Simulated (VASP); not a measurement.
The system is Ca2AlO.

```
Ca Al O
1.0
     3.52344    0.00000    0.00000
     0.00000    3.52344    0.00000
     0.00000    0.00000    8.13957
Ca Al O
2 1 1
Direct
  0.00000 0.50000 0.33051
  0.50000 0.00000 0.66949
  0.00000 0.00000 0.00000
  0.50000 0.50000 0.50000
```

The cell was generated, and may not be a known phase.

| Property | Result |
| --- | --- |
| Program | VASP 6.6.1 |
| Task | relaxation of cell and atoms |
| Functional | PBE |
| Potentials or basis | VASP PAW PBE potentials, release 64 (Ca_sv, Al, O) |
| Cutoff | 600 eV |
| k mesh | 6 × 6 × 2 |
| Occupations | gaussian, width 0.1 eV |
| Spin | no spin polarisation |

At the start: pressure 0.1 GPa; volume 25.26 Å³/atom.

How do energy, volume and symmetry change on relaxing?

Over 5 steps the energy falls by 2.7 meV/atom and the volume is 25.28 Å³/atom (+0.1 %); space group P-4m2 (No. 115, to 0.1 Å) before and after.

The path:
| step | energy change (eV) | largest force (eV/Å) | pressure (GPa) | volume (Å³) |
| --- | --- | --- | --- | --- |
| 1 | 0.0000 | 0.2087 | 0.11 | 101.05 |
| 2 | -0.0079 | 0.0868 | -0.03 | 101.29 |
| 3 | -0.0106 | 0.0287 | -0.14 | 101.51 |
| 4 | -0.0106 | 0.0373 | -0.15 | 101.53 |
| 5 | -0.0109 | 0.0071 | 0.08 | 101.12 |

Final structure:
```
CELL_PARAMETERS angstrom
3.55274 0.00000 0.00000
0.00000 3.55274 0.00000
0.00000 0.00000 8.01146
ATOMIC_POSITIONS crystal
Ca 0.00000 0.50000 0.32819
Ca 0.50000 0.00000 0.67181
Al 0.00000 0.00000 0.00000
O 0.50000 0.50000 0.50000
```

Caveat: the k points lie up to 0.39 Å⁻¹ apart in the final cell, too coarse for converged energies and pressures of a metal; an odd number of electrons without spin polarisation forces a metal; a magnetic or distorted state may lie lower.
